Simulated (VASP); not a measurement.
# Bi2Te3 (R-3m) in VASP: notebook, part 2 of 2

VASP 6.6.1.

## (3) Electric field gradients, PBE (35.90 Å³/atom)

Input file INCAR:

```
PREC = Accurate ; ENCUT = 520
EDIFF = 1E-8 ; ISMEAR = -1
SIGMA = 0.08 ; LREAL = F
LASPH = T ; NELM = 80
ALGO = Normal ; ISIF = 2
LWAVE = F ; LCHARG = F
GGA = PE ; LEFG = T
NBANDS = 32
```

Input file KPOINTS:

```
Automatic mesh
0
Gamma
  7 7 7
```

Input file POSCAR:

```
Bi2Te3
1.0
    2.2360114889      1.2909618350     10.3650474805
   -2.2360114889      1.2909618350     10.3650474805
    0.0000000000     -2.5819236700     10.3650474805
Bi Te
2 3
Direct
    0.4000000000      0.4000000000      0.4000000000
    0.6000000000      0.6000000000      0.6000000000
    0.0000000000      0.0000000000      0.0000000000
    0.2095000000      0.2095000000      0.2095000000
    0.7905000000      0.7905000000      0.7905000000
```

Potentials or basis: VASP PAW PBE potentials, release 64 (Bi_d, Te).

Run with:

```
$ cat potpaw_PBE.64/Bi_d/POTCAR potpaw_PBE.64/Te/POTCAR > POTCAR
$ mpirun -np 1 vasp_std > vasp.out
```

OUTCAR:

```text
PREC = Accurate
   ENCUT = 520
   EDIFF = 1E-8
   ISMEAR = -1
   LREAL = F
   LASPH = T
   NELM = 80
   ISIF = 2
   GGA = PE

 ion  position               nearest neighbor table
   1  0.400  0.400  0.400-   5 3.13   5 3.13   5 3.13   3 3.31   3 3.31   3 3.31
   2  0.600  0.600  0.600-   4 3.13   4 3.13   4 3.13   3 3.31   3 3.31   3 3.31
   3  0.000  0.000  0.000-   2 3.31   1 3.31   2 3.31   2 3.31   1 3.31   1 3.31
   4  0.209  0.209  0.209-   2 3.13   2 3.13   2 3.13
   5  0.791  0.791  0.791-   1 3.13   1 3.13   1 3.13

  LATTYP: Found a trigonal (rhomboedric) cell.
 ALAT       =    10.6817853897
 COS(alpha) =     0.9123624232

  Lattice vectors:

 A1 = (   2.2360114889,   1.2909618350,  10.3650474805)
 A2 = (  -2.2360114889,   1.2909618350,  10.3650474805)
 A3 = (   0.0000000000,  -2.5819236700,  10.3650474805)

Analysis of symmetry for initial positions (statically):
=====================================================================
 Subroutine PRICEL returns:
 Original cell was already a primitive cell.

 Routine SETGRP: Setting up the symmetry group for a
 trigonal (rhombohedral) supercell.

 Subroutine GETGRP returns: Found 12 space group operations
 (whereof 12 operations were pure point group operations)
 out of a pool of 12 trial point group operations.

The static configuration has the point symmetry D_3d.

Analysis of symmetry for dynamics (positions and initial velocities):
=====================================================================
 Subroutine PRICEL returns:
 Original cell was already a primitive cell.

[... 1014 lines left out ...]
  -------------------------------------------------------------------------------------
  Total       -0.9339388     -0.9339388     -1.3408639      0.0000000      0.0000000      0.0000000
  in kB       -8.3352575     -8.3352575    -11.9670003      0.0000000      0.0000000      0.0000000
  external PRESSURE =      -9.5458385 kB  Pullay stress =       0.0000000 kB

 VOLUME and BASIS-vectors are now :
 -----------------------------------------------------------------------------
  energy-cutoff  :      520.00
  volume of cell :      179.52
      direct lattice vectors                 reciprocal lattice vectors
     2.236011489  1.290961835 10.365047480     0.223612447  0.129102706  0.032159364
    -2.236011489  1.290961835 10.365047480    -0.223612447  0.129102706  0.032159364
     0.000000000 -2.581923670 10.365047480     0.000000000 -0.258205413  0.032159364

 POSITION                                       TOTAL-FORCE (eV/Angst)
 -----------------------------------------------------------------------------------
      0.00000      0.00000     12.43806         0.000000      0.000000      0.164613
      0.00000      0.00000     18.65709         0.000000     -0.000000     -0.164613
      0.00000      0.00000      0.00000         0.000000      0.000000     -0.000000
      0.00000      0.00000      6.51443         0.000000      0.000000      0.368552
      0.00000      0.00000     24.58071         0.000000      0.000000     -0.368552
 -----------------------------------------------------------------------------------
    total drift:                               -0.000000     -0.000000     -0.000000

  FREE ENERGIE OF THE ION-ELECTRON SYSTEM (eV)
  ---------------------------------------------------
  free  energy   TOTEN  =       -18.3625206805 eV

  energy  without entropy=      -18.3610966815  energy(sigma->0) =      -18.36180868

 Electric field gradients (V/A^2)
---------------------------------------------------------------------
 ion       V_xx      V_yy      V_zz      V_xy      V_xz      V_yz
---------------------------------------------------------------------
   1     -12.720   -12.720    25.439     0.000     0.000     0.000
   2     -12.720   -12.720    25.439     0.000     0.000     0.000
   3     -46.947   -46.947    93.895     0.000    -0.000     0.000
   4      -5.685    -5.685    11.370    -0.000    -0.000     0.000
   5      -5.685    -5.685    11.370    -0.000    -0.000     0.000
---------------------------------------------------------------------

 Electric field gradients after diagonalization (V/A^2)
 (convention: |V_zz| > |V_xx| > |V_yy|)
----------------------------------------------------------------------
 ion       V_xx      V_yy      V_zz     asymmetry (V_yy - V_xx)/ V_zz
----------------------------------------------------------------------
   1     -12.720   -12.720    25.439       0.000
   2     -12.720   -12.720    25.439       0.000
   3     -46.947   -46.947    93.895       0.000
   4      -5.685    -5.685    11.370       0.000
   5      -5.685    -5.685    11.370       0.000
----------------------------------------------------------------------

           NMR quadrupolar parameters

 Cq : quadrupolar parameter    Cq=e*Q*V_zz/h
 eta: asymmetry parameters     (V_yy - V_xx)/ V_zz
 Q  : nuclear electric quadrupole moment in mb (millibarn)
----------------------------------------------------------------------
 ion       Cq(MHz)       eta       Q (mb)
----------------------------------------------------------------------
   1       0.062       0.000       1.000
   2       0.062       0.000       1.000
   3       0.227       0.000       1.000
   4       0.027       0.000       1.000
   5       0.027       0.000       1.000
----------------------------------------------------------------------
```

stdout:

```text
POSCAR found type information on POSCAR BiTe
 POSCAR found :  2 types and       5 ions
 scaLAPACK will be used
 LDA part: xc-table for (Slater+PW92), standard interpolation
 POSCAR, INCAR and KPOINTS ok, starting setup
 FFT: planning ... GRIDC
 FFT: planning ... GRID_SOFT
 FFT: planning ... GRID
 WAVECAR not read
 entering main loop
ion   1

ion   2

ion   3

ion   4

ion   5
```

Wall time 17 min (1 thread of Oxide Virtual Turin-like, shared host); peak memory 0.98 GiB.

Results:

| Quantity | Value |
| --- | --- |
| Free energy | -18.3625 eV |
| Pressure | -1.0 GPa |
| Largest force | 0.369 eV/Å |
| Band gap on the k mesh | 0.31 eV |
| Largest electric field gradient by atom | Bi +25.4; Te +93.9, +11.4 (each value once) V/Å² |

Forces in eV/Å, atoms in the order of the input:
```
Bi   0.000  0.000  0.165
Bi   0.000  0.000 -0.165
Te   0.000  0.000  0.000
Te   0.000  0.000  0.369
Te   0.000  0.000 -0.369
```

Electric field gradients, principal values (V/Å²):
```
atom    least   middle  greatest (by size)
1 Bi  -12.720  -12.720              25.439
2 Bi  -12.720  -12.720              25.439
3 Te  -46.947  -46.947              93.895
4 Te   -5.685   -5.685              11.370
5 Te   -5.685   -5.685              11.370
```

Caveat: without QUAD_EFG the Cq values of the log hold for a quadrupole moment of 1 mb, not for the nuclei; spin-orbit coupling is left out, which moves the levels of the heavy elements. A k mesh can miss the band edges.

## (4) Electric field gradients, PBE (35.90 Å³/atom)

Input file INCAR:

```
SYSTEM = Bi2Te3
ALGO     = Normal         ! electronic algorithm
EDIFF    = 1E-8           ! SCF threshold, eV
ENCUT    = 520            ! plane-wave cutoff, eV
GGA      = PE             ! functional
ISIF     = 2              ! what is computed and relaxed
ISMEAR   = -1             ! smearing method
LASPH    = .True.         ! aspherical terms in the spheres
LCHARG   = .False.        ! write CHGCAR
LEFG     = .True.       
LREAL    = .False.        ! projectors in reciprocal space
LWAVE    = .False.        ! write WAVECAR
NBANDS   = 32             ! bands
NELM     = 100            ! most SCF steps
PREC     = Accurate       ! precision mode
SIGMA    = 0.08           ! smearing width, eV
```

Input file KPOINTS:

```
k-points
0
Gamma
  7 7 7
  0 0 0
```

POSCAR is that of step 3.

Potentials or basis: VASP PAW PBE potentials, release 64 (Bi_d, Te).

Run with:

```
$ cat potpaw_PBE.64/Bi_d/POTCAR potpaw_PBE.64/Te/POTCAR > POTCAR
$ mpirun -np 1 vasp_std > vasp.out
```

OUTCAR:

```text
SYSTEM = Bi2Te3
   EDIFF = 1E-8
   ENCUT = 520
   GGA = PE
   ISIF = 2
   ISMEAR = -1
   LASPH = .True.
   LREAL = .False.
   NELM = 100
   PREC = Accurate

 ion  position               nearest neighbor table
   1  0.400  0.400  0.400-   5 3.13   5 3.13   5 3.13   3 3.31   3 3.31   3 3.31
   2  0.600  0.600  0.600-   4 3.13   4 3.13   4 3.13   3 3.31   3 3.31   3 3.31
   3  0.000  0.000  0.000-   2 3.31   1 3.31   2 3.31   2 3.31   1 3.31   1 3.31
   4  0.209  0.209  0.209-   2 3.13   2 3.13   2 3.13
   5  0.791  0.791  0.791-   1 3.13   1 3.13   1 3.13

[... 1076 lines left out ...]
---------------------------------------------------------------------
   1     -12.720   -12.720    25.439     0.000     0.000     0.000
   2     -12.720   -12.720    25.439     0.000     0.000     0.000
   3     -46.947   -46.947    93.895     0.000    -0.000     0.000
   4      -5.685    -5.685    11.370    -0.000    -0.000     0.000
   5      -5.685    -5.685    11.370    -0.000    -0.000     0.000
---------------------------------------------------------------------

 Electric field gradients after diagonalization (V/A^2)
 (convention: |V_zz| > |V_xx| > |V_yy|)
----------------------------------------------------------------------
 ion       V_xx      V_yy      V_zz     asymmetry (V_yy - V_xx)/ V_zz
----------------------------------------------------------------------
   1     -12.720   -12.720    25.439       0.000
   2     -12.720   -12.720    25.439       0.000
   3     -46.947   -46.947    93.895       0.000
   4      -5.685    -5.685    11.370       0.000
   5      -5.685    -5.685    11.370       0.000
----------------------------------------------------------------------

           NMR quadrupolar parameters

 Cq : quadrupolar parameter    Cq=e*Q*V_zz/h
 eta: asymmetry parameters     (V_yy - V_xx)/ V_zz
 Q  : nuclear electric quadrupole moment in mb (millibarn)
----------------------------------------------------------------------
 ion       Cq(MHz)       eta       Q (mb)
----------------------------------------------------------------------
   1       0.062       0.000       1.000
   2       0.062       0.000       1.000
   3       0.227       0.000       1.000
   4       0.027       0.000       1.000
   5       0.027       0.000       1.000
----------------------------------------------------------------------
```

OSZICAR:

```text
N       E                     dE             d eps       ncg     rms          rms(c)
DAV:   1     0.428191973333E+03    0.42819E+03   -0.21531E+04  2816   0.143E+03
DAV:   2     0.264672585064E+02   -0.40172E+03   -0.38675E+03  2984   0.368E+02
DAV:   3    -0.168104705282E+02   -0.43278E+02   -0.41372E+02  3624   0.135E+02
DAV:   4    -0.185938602279E+02   -0.17834E+01   -0.17769E+01  3112   0.294E+01
DAV:   5    -0.186789006781E+02   -0.85040E-01   -0.85029E-01  4208   0.636E+00    0.677E+00
DAV:   6    -0.183469268362E+02    0.33197E+00   -0.42275E-01  3704   0.504E+00    0.505E+00
DAV:   7    -0.183577098623E+02   -0.10783E-01   -0.21195E-01  3424   0.193E+00    0.158E+00
DAV:   8    -0.183618948414E+02   -0.41850E-02   -0.29549E-02  3072   0.897E-01    0.588E-01
DAV:   9    -0.183621341250E+02   -0.23928E-03   -0.17763E-03  3808   0.334E-01    0.294E-01
DAV:  10    -0.183624711819E+02   -0.33706E-03   -0.93011E-04  3072   0.138E-01    0.543E-02
DAV:  11    -0.183625103484E+02   -0.39167E-04   -0.58358E-05  3416   0.429E-02    0.282E-02
DAV:  12    -0.183625190097E+02   -0.86612E-05   -0.17469E-05  3416   0.199E-02    0.103E-02
DAV:  13    -0.183625210601E+02   -0.20504E-05   -0.32795E-06  3080   0.126E-02    0.316E-03
DAV:  14    -0.183625208975E+02    0.16258E-06   -0.32255E-07  3400   0.345E-03    0.168E-03
DAV:  15    -0.183625206281E+02    0.26939E-06   -0.10429E-07  2656   0.146E-03    0.121E-03
DAV:  16    -0.183625206761E+02   -0.47997E-07   -0.77667E-09  2224   0.607E-04    0.181E-04
DAV:  17    -0.183625206805E+02   -0.44556E-08   -0.43118E-09  1888   0.453E-04
   1 F= -.18362521E+02 E0= -.18361809E+02  d E =-.142400E-02
```

Wall time 19 min (1 thread of Oxide Virtual Turin-like, shared host); peak memory 0.98 GiB.

Results:

```yaml
Free_energy: -18.3625 eV
Pressure: -1.0 GPa
Largest_force: 0.369 eV/Å
Band_gap_on_the_k_mesh: 0.31 eV
Largest_electric_field_gradient_by_atom: Bi +25.4; Te +93.9, +11.4 (each value once) V/Å²
```

Forces in eV/Å, atoms in the order of the input:
```
Bi   0.000  0.000  0.165
Bi   0.000  0.000 -0.165
Te   0.000  0.000  0.000
Te   0.000  0.000  0.369
Te   0.000  0.000 -0.369
```

Stress tensor (GPa, compression positive):
```
-0.83  0.00  0.00
 0.00 -0.83  0.00
 0.00  0.00 -1.20
```

Electric field gradients, principal values (V/Å²):
```tsv
atom	least	middle	greatest (by size)
1 Bi	-12.720	-12.720	25.439
2 Bi	-12.720	-12.720	25.439
3 Te	-46.947	-46.947	93.895
4 Te	-5.685	-5.685	11.370
5 Te	-5.685	-5.685	11.370
```

Caveat: without QUAD_EFG the Cq values of the log hold for a quadrupole moment of 1 mb, not for the nuclei; spin-orbit coupling is left out, which moves the levels of the heavy elements.
